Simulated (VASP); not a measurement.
# V (Im-3m) in VASP: a series of runs

V is run at these levels: PBE, PBEsol; tasks: single point.

Program: VASP 6.6.1. These are calculated values, not measurements. Logs are shortened: lines on timing, memory, paths and dates and some standing lists are left out, and cuts for length are marked.

### Step 1. The cell of the first run

The structure is cubic, space group Im-3m (No. 229). The conventional cell has a = 3.026 Å, b = 3.026 Å, c = 3.026 Å, α = 90.00°, β = 90.00°, γ = 90.00°. V (site symmetry m-3m) has 14 V at 2.62 to 3.03 Å within 3.5 Å.

### Step 2. Single point, PBE, collinear spin, ferromagnetic start

INCAR

```
SYSTEM = V
ALGO = Normal
EDIFF = 1E-6
ENCUT = 500
GGA = PE
GGA_COMPAT = .False.
ISIF = 2
ISMEAR = 0
ISPIN = 2
LASPH = .True.
LCHARG = .False.
LMAXMIX = 4
LORBIT = 11
LREAL = .False.
LWAVE = .False.
MAGMOM = 0.51
NBANDS = 16
NELM = 200
PREC = Accurate
SIGMA = 0.1
```

KPOINTS

```
k-points
0
Gamma
  6 6 6
  0 0 0
```

POSCAR

```
V
1.0
   -1.5130000000      1.5130000000      1.5130000000
    1.5130000000     -1.5130000000      1.5130000000
    1.5130000000      1.5130000000     -1.5130000000
V
1
Direct
    0.0000000000      0.1652346332      0.1652346332
```

Potentials or basis: VASP PAW PBE potentials, release 64 (V_sv).

On the command line:

```console
> cat potpaw_PBE.64/V_sv/POTCAR > POTCAR
> mpirun -np 1 vasp_std > vasp.out
```

OUTCAR:

```text
SYSTEM = V
   EDIFF = 1E-6
   ENCUT = 500
   GGA = PE
   ISIF = 2
   ISMEAR = 0
   ISPIN = 2
   LASPH = .True.
   LORBIT = 11
   LREAL = .False.
   NELM = 200
   PREC = Accurate

 ion  position               nearest neighbor table
   1  0.000  0.165  0.165-

  LATTYP: Found a body centered cubic cell.
 ALAT       =     3.0260000000

  Lattice vectors:

 A1 = (  -1.5130000000,   1.5130000000,   1.5130000000)
 A2 = (   1.5130000000,  -1.5130000000,   1.5130000000)
 A3 = (   1.5130000000,   1.5130000000,  -1.5130000000)

Analysis of symmetry for initial positions (statically):
=====================================================================
 Subroutine PRICEL returns:
 Original cell was already a primitive cell.

 Routine SETGRP: Setting up the symmetry group for a
 body centered cubic supercell.

 Subroutine GETGRP returns: Found 48 space group operations
 (whereof  8 operations were pure point group operations)
 out of a pool of 48 trial point group operations.

The static configuration has the point symmetry C_4v.
 The point group associated with its full space group is O_h .

Analysis of symmetry for dynamics (positions and initial velocities):
=====================================================================
 Subroutine PRICEL returns:
 Original cell was already a primitive cell.

 Routine SETGRP: Setting up the symmetry group for a
 body centered cubic supercell.

 Subroutine GETGRP returns: Found 48 space group operations
 (whereof  8 operations were pure point group operations)
 out of a pool of 48 trial point group operations.

The dynamic configuration has the point symmetry C_4v.
 The point group associated with its full space group is O_h .

Analysis of structural, dynamic, and magnetic symmetry:
=====================================================================
 Subroutine PRICEL returns:
 Original cell was already a primitive cell.

 Routine SETGRP: Setting up the symmetry group for a
 body centered cubic supercell.

 Subroutine GETGRP returns: Found 48 space group operations
 (whereof  8 operations were pure point group operations)
 out of a pool of 48 trial point group operations.

The overall configuration has the point symmetry C_4v.
 The point group associated with its full space group is O_h .

 Subroutine INISYM returns: Found 48 space group operations
 (whereof  8 operations are pure point group operations),
 and found     1 'primitive' translations

----------------------------------------------------------------------------------------

                                     Primitive cell

  volume of cell :      13.8541

  direct lattice vectors                    reciprocal lattice vectors
    -1.513000000  1.513000000  1.513000000     0.000000000  0.330469266  0.330469266
     1.513000000 -1.513000000  1.513000000     0.330469266  0.000000000  0.330469266
     1.513000000  1.513000000 -1.513000000     0.330469266  0.330469266  0.000000000

  length of vectors
     2.620592872  2.620592872  2.620592872     0.467354118  0.467354118  0.467354118

  position of ions in fractional coordinates (direct lattice)
     0.000000000  0.165234633  0.165234633

  ion indices of the primitive-cell ions
   primitive index   ion index
                 1           1

----------------------------------------------------------------------------------------

 KPOINTS: k-points

Automatic generation of k-mesh.
 Grid dimensions read from file:
 generate k-points for:    6    6    6

 Generating k-lattice:

  Cartesian coordinates                     Fractional coordinates (reciprocal lattice)
     0.000000000  0.055078211  0.055078211     0.166666667  0.000000000  0.000000000
     0.055078211  0.000000000  0.055078211     0.000000000  0.166666667  0.000000000
     0.055078211  0.055078211  0.000000000     0.000000000  0.000000000  0.166666667

  Length of vectors
     0.077892353  0.077892353  0.077892353

  Shift w.r.t. Gamma in fractional coordinates (k-lattice)
     0.000000000  0.000000000  0.000000000

 Subroutine IBZKPT returns following result:
 ===========================================

 Found     16 irreducible k-points:

 Following reciprocal coordinates:
            Coordinates               Weight
  0.000000  0.000000  0.000000      1.000000
  0.166667  0.000000  0.000000     12.000000
  0.333333  0.000000  0.000000     12.000000
  0.500000  0.000000  0.000000      6.000000
  0.166667  0.166667  0.000000     24.000000
  0.333333  0.166667  0.000000     48.000000
[... 8 lines left out ...]
  0.500000  0.500000  0.333333     12.000000
  0.500000  0.500000  0.500000      1.000000
   k-points           NKPTS =     16   k-points in BZ     NKDIM =     16   number of bands    NBANDS=     16
   number of dos      NEDOS =    301   number of ions     NIONS =      1
   total plane-waves  NPLWV =   8000
   dimension x,y,z NGX =    20 NGY =   20 NGZ =   20
   dimension x,y,z NGXF=    40 NGYF=   40 NGZF=   40
   ions per type =               1
   NGX,Y,Z   is equivalent  to a cutoff of  12.69, 12.69, 12.69 a.u.
   NGXF,Y,Z  is equivalent  to a cutoff of  25.38, 25.38, 25.38 a.u.
 SYSTEM =  V
   PREC   = accura    normal or accurate (medium, high low for compatibility)
   ISTART =      0    job   : 0-new  1-cont  2-samecut
   ICHARG =      2    charge: 1-file 2-atom 10-const
   ISPIN  =      2    spin polarized calculation?
   LNONCOLLINEAR =      F non collinear calculations
   LSORBIT =      F    spin-orbit coupling
   LASPH  =      T    aspherical Exc in radial PAW
   ENCUT  =  500.0 eV  36.75 Ry    6.06 a.u.   4.78  4.78  4.78*2*pi/ulx,y,z
   NELM   =    200;   NELMIN=  2; NELMDL= -5     # of ELM steps
   EDIFF  = 0.1E-05   stopping-criterion for ELM
   LREAL  =      F    real-space projection
   EDIFFG = 0.1E-04   stopping-criterion for IOM
   NSW    =      0    number of steps for IOM
   IBRION =     -1    ionic relax: 0-MD 1-quasi-New 2-CG
   NFREE  =      0    steps in history (QN), initial steepest desc. (CG)
   ISIF   =      2    stress and relaxation
   ISYM   =      2    0-nonsym 1-usesym 2-fastsym
   POTIM  = 0.5000    time-step for ionic-motion
   TEBEG  =    0.0;   TEEND  =   0.0 temperature during run
   PSTRESS=    0.0 pullay stress
   NELECT =      13.0000    total number of electrons
   NUPDOWN=      -1.0000    fix difference up-down
   EMIN   =  10.00;   EMAX   =-10.00  energy-range for DOS
   EFERMI =   0.00;   METHOD = LEGACY
   ISMEAR =     0;   SIGMA  =   0.10  broadening in eV -4-tet -1-fermi 0-gaus
   EFERMI_NEDOS =   21; number of points for ismear=-14 and -15
   IALGO  =     38    algorithm
   IMIX   =      4    mixing-type and parameters
     AMIX     =   0.40;   BMIX     =  1.00
     AMIX_MAG =   1.60;   BMIX_MAG =  1.00
  volume/ion in A,a.u.               =      13.85        93.49
  Fermi-wavevector in a.u.,A,eV,Ry     =   1.602742  3.028744 34.950411  2.568783
  Thomas-Fermi vector in A             =   2.699515
   LORBIT       =     11    0 simple, 1 ext, 2 COOP (PROOUT), +10 PAW based schemes
   GGA     = PE    functional components
   LHFCALC =     F    Hartree Fock is set to
   AEXX    =    0.0000 exact exchange contribution
   IVDW    =     0    specifies the selected vdW correction
   LEPSILON=     F    determine dielectric tensor
   LRPA    =     F    only Hartree local field effects (RPA)
 spin polarized calculation
 Gauss-broadening in eV      SIGMA  =   0.10
  energy-cutoff  :      500.00
  volume of cell :       13.85
 maximum number of plane-waves:       370
   NGX =  9   NGY =  9   NGZ =  9

 number of electron      13.0000001 magnetization       0.6175551

 Free energy of the ion-electron system (eV)
  ---------------------------------------------------
  ext. energy  EPLUGINS =         0.00000000
  ---------------------------------------------------
  free energy    TOTEN  =        -8.95326131 eV

  energy without entropy =       -8.94710235  energy(sigma->0) =       -8.95018183

 E-fermi :   9.4033     XC(G=0): -12.7458

 val. band max:        9.3466438879   @ k =   0.1667   0.0000   0.0000
 cond. band min:       9.4137002189   @ k =   0.5000   0.5000   0.1667
 fundamental gap:      0.0670563310
 Fermi energy:         9.4033237430

 spin component 1

 k-point     1 :       0.0000    0.0000    0.0000
  band No.  band energies     occupation
      1     -54.5852      1.00000
      2     -27.9278      1.00000
      3     -27.9278      1.00000
      4     -27.9278      1.00000
      5       2.6249      1.00000
      6       9.5102      0.06528
[... 8 lines left out ...]
     15      36.2852      0.00000
     16      40.1858      0.00000

 k-point     2 :       0.1667    0.0000    0.0000
  band No.  band energies     occupation
      1     -54.5414      1.00000
      2     -28.1405      1.00000
      3     -27.9936      1.00000
      4     -27.9290      1.00000
      5       3.6620      1.00000
      6       9.1014      0.99999
[... 8 lines left out ...]
     15      35.2214      0.00000
     16      35.8600      0.00000

 k-point     3 :       0.3333    0.0000    0.0000
  band No.  band energies     occupation
      1     -54.4528      1.00000
      2     -28.5523      1.00000
      3     -28.1234      1.00000
      4     -27.9318      1.00000
      5       5.6705      1.00000
      6       8.3666      1.00000
[... 8 lines left out ...]
     15      34.9240      0.00000
     16      38.1976      0.00000
[... 210 lines left out ...]
 k-point    15 :       0.5000    0.5000    0.3333
  band No.  band energies     occupation
      1     -54.3161      1.00000
      2     -28.5595      1.00000
      3     -28.4188      1.00000
      4     -28.3575      1.00000
      5       6.8364      1.00000
      6       6.9535      1.00000
[... 8 lines left out ...]
     15      33.2212      0.00000
     16      39.7452      0.00000

 k-point    16 :       0.5000    0.5000    0.5000
  band No.  band energies     occupation
      1     -54.2852      1.00000
      2     -28.4943      1.00000
      3     -28.4943      1.00000
      4     -28.4943      1.00000
      5       6.3547      1.00000
      6       6.3547      1.00000
[... 8 lines left out ...]
     15      30.4487      0.00000
     16      40.9056      0.00000
 Fermi energy:         9.4033237430

 spin component 2

 k-point     1 :       0.0000    0.0000    0.0000
  band No.  band energies     occupation
      1     -54.1614      1.00000
      2     -27.5094      1.00000
      3     -27.5094      1.00000
      4     -27.5094      1.00000
      5       3.0642      1.00000
      6      10.0562      0.00000
[... 8 lines left out ...]
     15      36.5770      0.00000
     16      40.7871      0.00000

 k-point     2 :       0.1667    0.0000    0.0000
  band No.  band energies     occupation
      1     -54.1177      1.00000
      2     -27.7211      1.00000
      3     -27.5746      1.00000
      4     -27.5108      1.00000
      5       4.1015      1.00000
      6       9.6448      0.00032
[... 8 lines left out ...]
     15      35.7458      0.00000
     16      36.3219      0.00000

 k-point     3 :       0.3333    0.0000    0.0000
  band No.  band energies     occupation
      1     -54.0295      1.00000
      2     -28.1312      1.00000
      3     -27.7033      1.00000
      4     -27.5139      1.00000
      5       6.1151      1.00000
      6       8.9059      1.00000
[... 8 lines left out ...]
     15      35.3535      0.00000
     16      38.5832      0.00000
[... 210 lines left out ...]
 k-point    15 :       0.5000    0.5000    0.3333
  band No.  band energies     occupation
      1     -53.8935      1.00000
      2     -28.1366      1.00000
      3     -27.9962      1.00000
      4     -27.9357      1.00000
      5       7.1409      1.00000
      6       7.2599      1.00000
[... 8 lines left out ...]
     15      33.5495      0.00000
     16      40.3731      0.00000

 k-point    16 :       0.5000    0.5000    0.5000
  band No.  band energies     occupation
      1     -53.8628      1.00000
      2     -28.0711      1.00000
      3     -28.0711      1.00000
      4     -28.0711      1.00000
      5       6.6528      1.00000
      6       6.6528      1.00000
[... 8 lines left out ...]
     15      30.7478      0.00000
     16      41.5863      0.00000

------------------------ aborting loop because EDIFF is reached ----------------------------------------

  FORCE on cell =-STRESS in cart. coord.  units (eV):
  Direction    XX          YY          ZZ          XY          YZ          ZX
  --------------------------------------------------------------------------------------
  -------------------------------------------------------------------------------------
  Total       -0.3091712     -0.3091712     -0.3091712     -0.0000000     -0.0000000     -0.0000000
  in kB      -35.7546781    -35.7546781    -35.7546781     -0.0000000     -0.0000000     -0.0000000
  external PRESSURE =     -35.7546781 kB  Pullay stress =       0.0000000 kB

 VOLUME and BASIS-vectors are now :
 -----------------------------------------------------------------------------
  energy-cutoff  :      500.00
  volume of cell :       13.85
      direct lattice vectors                 reciprocal lattice vectors
    -1.513000000  1.513000000  1.513000000     0.000000000  0.330469266  0.330469266
     1.513000000 -1.513000000  1.513000000     0.330469266  0.000000000  0.330469266
     1.513000000  1.513000000 -1.513000000     0.330469266  0.330469266  0.000000000

 POSITION                                       TOTAL-FORCE (eV/Angst)
 -----------------------------------------------------------------------------------
      0.50000      0.00000      0.00000         0.000000      0.000000      0.000000
 -----------------------------------------------------------------------------------
    total drift:                                0.000051      0.000000      0.000000

  FREE ENERGIE OF THE ION-ELECTRON SYSTEM (eV)
  ---------------------------------------------------
  free  energy   TOTEN  =        -8.9532613066 eV

  energy  without entropy=       -8.9471023509  energy(sigma->0) =       -8.95018183

 total charge

# of ion       s       p       d       tot
------------------------------------------
    1        2.332   6.215   3.056  11.604

 magnetization (x)

# of ion       s       p       d       tot
------------------------------------------
    1        0.010   0.051   0.427   0.487
```

Run time: 6.1 s. Hardware: 1 thread of Intel Xeon Platinum 8375C at 2.90GHz (Ice Lake), shared host; peak memory 0.13 GiB.

Results:

```
Free energy                                           : -8.9533 eV
Pressure                                              : -3.6 GPa
Net moment                                            : 0.62 μB per cell
Site moments                                          : V +0.49 μB
Valence electrons inside the program's atomic spheres : V 11.60
```

Caveat: the k points lie up to 0.49 Å⁻¹ apart.

### Step 3. Single point, PBE, collinear spin, ferromagnetic start

INCAR

```
SYSTEM = V
PREC = Accurate
ENCUT = 500
EDIFF = 1E-6
ISMEAR = 1
SIGMA = 0.067
LREAL = .False.
LASPH = .True.
NELM = 200
ALGO = Normal
ISIF = 2
LWAVE = .False.
LCHARG = .True.
ISPIN = 2
MAGMOM = 0.51
LORBIT = 11
LMAXMIX = 4
GGA = PE
LELF = .True.
LVHAR = .True.
NBANDS = 16
GGA_COMPAT = .False.
```

KPOINTS

```
regular mesh
0
Gamma
  6 6 6
  0 0 0
```

POSCAR: that of step 2 with these lines changed.

```diff
@@ -8,2 +8,2 @@
 Direct
-    0.0000000000      0.1652346332      0.1652346332
+    0.2700000000      0.7070000000      0.2830000000
```

Potentials or basis: VASP PAW PBE potentials, release 64 (V_sv).

On the command line:

```console
> cat potpaw_PBE.64/V_sv/POTCAR > POTCAR
> mpirun -np 1 vasp_std > vasp.out
```

It took 8.8 s on 1 thread of Intel Xeon Platinum 8375C at 2.90GHz (Ice Lake), shared host; peak memory 0.13 GiB.

Results (log left out):

```yaml
Free_energy: -8.9506 eV
Pressure: -4.0 GPa
Net_moment: 0.64 μB per cell
Site_moments: V +0.50 μB
Valence_electrons_inside_the_program's_atomic_spheres: V 11.61
```

Levels at points of the mesh, in eV from the Fermi level:
Spin up:
```csv
k point,band 5,band 6,band 7,band 8,band 9,band 10
"(0.00, 0.00, 0.00)",-6.83,0.08,0.08,0.08,2.16,2.16
"(0.50, 0.00, 0.00)",-3.37,-1.40,1.24,2.11,2.50,3.65
"(0.50, 0.50, 0.50)",-3.09,-3.09,3.28,3.28,3.28,9.60
```
Spin down:
```csv
k point,band 3,band 4,band 5,band 6,band 7,band 8,band 9,band 10
"(0.00, 0.00, 0.00)",-36.93,-36.93,-6.36,0.63,0.63,0.63,2.42,2.42
"(0.50, 0.00, 0.00)",-37.18,-36.93,-2.91,-0.85,1.70,2.47,2.77,4.18
"(0.50, 0.50, 0.50)",-37.49,-37.49,-2.77,-2.77,3.81,3.81,3.81,10.15
```

Caveat: the k points lie up to 0.49 Å⁻¹ apart.

[end of part 1 of 2]
